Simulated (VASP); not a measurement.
Here is a VASP 6.6.1 calculation.

The input INCAR:

```
PREC = Accurate
ENCUT = 520
EDIFF = 1E-6
ISMEAR = 0
SIGMA = 0.02
LREAL = F
LASPH = T
NELM = 100
ALGO = Normal
ISIF = 2
LWAVE = F
LCHARG = F
NBANDS = 14
```

KPOINTS

```
regular mesh
0
Gamma
  8 8 8
```

The input POSCAR:

```
NaCl
1.0
    0.0000000000      2.7321951133      2.7321951133
    2.7321951133      0.0000000000      2.7321951133
    2.7321951133      2.7321951133      0.0000000000
Na Cl
1 1
Direct
    0.0000000000      0.0000000000      0.0000000000
    0.5000000000      0.5000000000      0.5000000000
```

Potentials or basis: VASP PAW LDA potentials, release 64 (Na_pv, Cl).

The run is started by

```sh
$ cat potpaw_LDA.64/Na_pv/POTCAR potpaw_LDA.64/Cl/POTCAR > POTCAR
$ mpirun -np 1 vasp_std > vasp.out
```

**Question.** Predict the band gap on the k mesh.

**Answer.** 5.08 eV.

**Question.** Predict the pressure.

**Answer.** 0.0 GPa.

LDA gaps usually lie below the measured ones, often by a third to a half.
